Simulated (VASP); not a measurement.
# ZnS (F-43m) in VASP: notebook, part 2 of 2

VASP 6.6.1.

**3. Single point, PBE+D3(BJ)**

This run uses another cell than the first one, of 19.42 Å³/atom, 0.984 times its volume.

The input, INCAR:

```
SYSTEM = ZnS
PREC = Accurate
ENCUT = 520
EDIFF = 1E-7
ISMEAR = -1
SIGMA = 0.05
LREAL = .FALSE.
LASPH = .TRUE.
NELM = 60
ALGO = Normal
ISIF = 2
LWAVE = .FALSE.
LCHARG = .TRUE.
GGA = PE
IVDW = 12
LELF = .TRUE.
LVHAR = .TRUE.
NBANDS = 16
```

The input, KPOINTS:

```
Automatic mesh
0
G
  9 9 9
  0 0 0
```

The input, POSCAR:

```
ZnS
1.0
    0.0000000000      2.6878353652      2.6878353652
    2.6878353652      0.0000000000      2.6878353652
    2.6878353652      2.6878353652      0.0000000000
Zn S
1 1
Direct
    0.7500000000      0.7500000000      0.7500000000
    0.0000000000      0.0000000000      0.0000000000
```

Potentials or basis: VASP PAW PBE potentials, release 64 (Zn, S).

Run with:

```sh
> cat potpaw_PBE.64/Zn/POTCAR potpaw_PBE.64/S/POTCAR > POTCAR
> mpirun -np 1 vasp_std > vasp.out
```

Wall time 9.6 s (1 thread of Intel Xeon 6975P-C (Granite Rapids), shared host); peak memory 0.17 GiB.

The run converged. Its results:

| Item | Value |
| --- | --- |
| Free energy | -7.4652 eV |
| Pressure | 0.2 GPa |
| Band gap on the k mesh | 2.18 eV, direct |
| Dispersion energy per atom | -0.314 eV |

Levels at points of the mesh, in eV from the valence-band top:
```tsv
k point	band 6	band 7	band 8	band 9	band 10	band 11	band 12	band 13
(0.00, 0.00, 0.00)	-5.89	0.00	0.00	0.00	2.18	6.39	6.39	6.39
```

**4. Relaxation of cell and atoms, PBE+D3(BJ)**

The input, INCAR:

```
SYSTEM = ZnS
PREC = Accurate ; ENCUT = 600
EDIFF = 1E-6 ; ISMEAR = -1
SIGMA = 0.05 ; LREAL = .FALSE.
LASPH = .TRUE. ; NELM = 80
ALGO = Normal ; ISIF = 3
LWAVE = .FALSE. ; LCHARG = .FALSE.
GGA = PE ; IVDW = 12
IBRION = 2 ; NSW = 80
EDIFFG = -0.005
```

The input, KPOINTS:

```
regular mesh
0
G
  9 9 9
  0 0 0
```

The input, POSCAR:

```
ZnS
1.0
    0.0000000000      2.7020000000      2.7020000000
    2.7020000000      0.0000000000      2.7020000000
    2.7020000000      2.7020000000      0.0000000000
Zn S
1 1
Direct
    0.7500000000      0.7500000000      0.7500000000
    0.0000000000      0.0000000000      0.0000000000
```

Potentials or basis: VASP PAW PBE potentials, release 64 (Zn, S).

Run with:

```sh
> cat potpaw_PBE.64/Zn/POTCAR potpaw_PBE.64/S/POTCAR > POTCAR
> mpirun -np 1 vasp_std > vasp.out
```

OUTCAR:

```text
SYSTEM = ZnS
   PREC = Accurate
   ENCUT = 600
   EDIFF = 1E-6
   ISMEAR = -1
   LREAL = .FALSE.
   LASPH = .TRUE.
   NELM = 80
   ISIF = 3
   GGA = PE
   IVDW = 12
   IBRION = 2
   NSW = 80
   EDIFFG = -0.005
 IVDW          = 12

 ion  position               nearest neighbor table
   1  0.750  0.750  0.750-   2 2.34   2 2.34   2 2.34   2 2.34
   2  0.000  0.000  0.000-   1 2.34   1 2.34   1 2.34   1 2.34

  LATTYP: Found a face centered cubic cell.
 ALAT       =     5.4040000000

  Lattice vectors:

 A1 = (   0.0000000000,   2.7020000000,   2.7020000000)
 A2 = (   2.7020000000,   0.0000000000,   2.7020000000)
 A3 = (   2.7020000000,   2.7020000000,   0.0000000000)

Analysis of symmetry for initial positions (statically):
=====================================================================
 Subroutine PRICEL returns:
 Original cell was already a primitive cell.

 Routine SETGRP: Setting up the symmetry group for a
 face centered cubic supercell.

 Subroutine GETGRP returns: Found 24 space group operations
 (whereof 24 operations were pure point group operations)
 out of a pool of 48 trial point group operations.

The static configuration has the point symmetry T_d .

Analysis of symmetry for dynamics (positions and initial velocities):
[... 154 lines left out ...]
  ---------------------------------------------------
  ext. energy  EPLUGINS =         0.00000000
  ---------------------------------------------------
  free energy    TOTEN  =        -6.84726994 eV

  energy without entropy =       -6.84726994  energy(sigma->0) =       -6.84726994

------------------------ aborting loop because EDIFF is reached ----------------------------------------

 Edisp (eV)   -0.61638

 E8    (eV) :    -0.2424
[... 111 lines left out ...]
--------------------------------------- Ionic step        4  -------------------------------------------

 number of electron      17.9999992 magnetization

 Free energy of the ion-electron system (eV)
  ---------------------------------------------------
  ext. energy  EPLUGINS =         0.00000000
  ---------------------------------------------------
  free energy    TOTEN  =        -6.84000729 eV

  energy without entropy =       -6.84000729  energy(sigma->0) =       -6.84000729

 E-fermi :   3.2465     XC(G=0):  -9.6918

 val. band max:        2.2292248507   @ k =   0.0000   0.0000   0.0000
 cond. band min:       4.4019268470   @ k =   0.0000   0.0000   0.0000
 fundamental gap:      2.1727019964
 Fermi energy:         3.2465002522

 k-point     1 :       0.0000    0.0000    0.0000
  band No.  band energies     occupation
      1     -11.0028      2.00000
      2      -4.1629      2.00000
      3      -4.1629      2.00000
      4      -4.1629      2.00000
      5      -3.6490      2.00000
      6      -3.6490      2.00000
      7       2.2292      2.00000
      8       2.2292      2.00000
      9       2.2292      2.00000
     10       4.4019      0.00000
     11       8.6168      0.00000
     12       8.6168      0.00000
     13       8.6168      0.00000
[... 354 lines left out ...]
  band No.  band energies     occupation
      1      -9.7775      2.00000
      2      -4.2043      2.00000
      3      -3.8239      2.00000
      4      -3.8239      2.00000
      5      -3.5732      2.00000
      6      -3.4899      2.00000
      7      -2.2128      2.00000
      8       0.0199      2.00000
      9       0.0199      2.00000
     10       5.6678      0.00000
     11       6.3604      0.00000
     12      13.0411      0.00000
     13      13.8506      0.00000

 [... further k-points ...]

------------------------ aborting loop because EDIFF is reached ----------------------------------------

 Edisp (eV)   -0.62534

 E8    (eV) :    -0.2460
[... 25 lines left out ...]
  FREE ENERGIE OF THE ION-ELECTRON SYSTEM (eV)
  ---------------------------------------------------
  free  energy   TOTEN  =        -7.4653438084 eV

  energy  without entropy=       -7.4653438084  energy(sigma->0) =       -7.46534381

 reached required accuracy - stopping structural energy minimisation
```

CONTCAR:

```text
ZnS
   1.00000000000000
     0.0000000000000000    2.6902339491102727    2.6902339491102727
     2.6902339491102727    0.0000000000000000    2.6902339491102727
     2.6902339491102727    2.6902339491102727    0.0000000000000000
  Zn              S
     1     1
Direct
     0.7500000000000000    0.7500000000000000    0.7500000000000000
     0.0000000000000000    0.0000000000000000    0.0000000000000000

  0.00000000E+00  0.00000000E+00  0.00000000E+00
  0.00000000E+00  0.00000000E+00  0.00000000E+00
```

Run time: 19 s. Hardware: 1 thread of Intel Xeon 6975P-C (Granite Rapids), shared host; peak memory 0.2 GiB.

Results:

```
Free energy                            : -7.4653 eV
Relaxed volume                         : 19.47 Å³/atom
Relaxed cell                           : a = 3.805 Å, b = 3.805 Å, c = 3.805 Å, α = 60.00°, β = 60.00°, γ = 60.00°
Space group after relaxing (to 0.05 Å) : F-43m (No. 216)
Energy gained by relaxing              : 0.8 meV/atom
Ionic steps                            : 4
Pressure after relaxing                : 0.0 GPa
Band gap on the k mesh                 : 2.17 eV, direct
Dispersion energy per atom             : -0.313 eV
```

The path:
```tsv
step	energy change (eV)	largest force (eV/Å)	pressure (GPa)	volume (Å³)
1	0.0000	0.0000	-0.98	39.45
2	-0.0016	0.0000	0.31	38.77
3	-0.0017	0.0000	0.04	38.92
4	-0.0017	0.0000	-0.04	38.94
```

Final structure:
```
CELL_PARAMETERS angstrom
0.00000 2.69023 2.69023
2.69023 0.00000 2.69023
2.69023 2.69023 0.00000
ATOMIC_POSITIONS crystal
Zn 0.75000 0.75000 0.75000
S 0.00000 0.00000 0.00000
```

**5. Summary**

| task | level | cell | k mesh | cutoff (eV) | smearing | gap on the mesh (eV) | pressure (GPa) |
| --- | --- | --- | --- | --- | --- | --- | --- |
| single point | PBE | a = 3.821 Å, angles 60.0°, 2 atoms | 6 × 6 × 6 | 520 | fermi-dirac 0.02 eV | 2.11 | 1.8 |
| single point | PBE+D3(BJ) | a = 3.801 Å, angles 60.0°, 2 atoms | 9 × 9 × 9 | 520 | fermi-dirac 0.05 eV | 2.18 | 0.2 |
| relaxation of cell and atoms | PBE+D3(BJ) | relaxed from a = 3.821 Å, angles 60.0°, 2 atoms | 9 × 9 × 9 | 600 | fermi-dirac 0.05 eV | 2.17 | 0.0 |

Alike in all rows: potentials or basis VASP PAW PBE potentials, release 64 (Zn, S); no spin polarisation.

Absolute energies hang on the potentials; compare differences alone.

**6. How close it comes**

Step 2. Measured gap of ZnS: 3.85 eV (direct; 19 K; quoted in “Electronic, vibrational, and thermodynamic properties of ZnS (zincblende and rocksalt structure)”, 2009, arxiv:0911.5022). This calculation gives 2.11 eV (-1.74 eV). The value is that of PBE, without temperature or zero-point motion. Semilocal functionals fall short of measured gaps as a rule.

Step 3. Against the measured gap of ZnS, 3.85 eV (direct; 19 K; quoted in “Electronic, vibrational, and thermodynamic properties of ZnS (zincblende and rocksalt structure)”, 2009, arxiv:0911.5022), the calculated 2.18 eV is off by -1.67 eV. The value is that of PBE+D3(BJ), without temperature or zero-point motion. Semilocal functionals fall short of measured gaps as a rule.
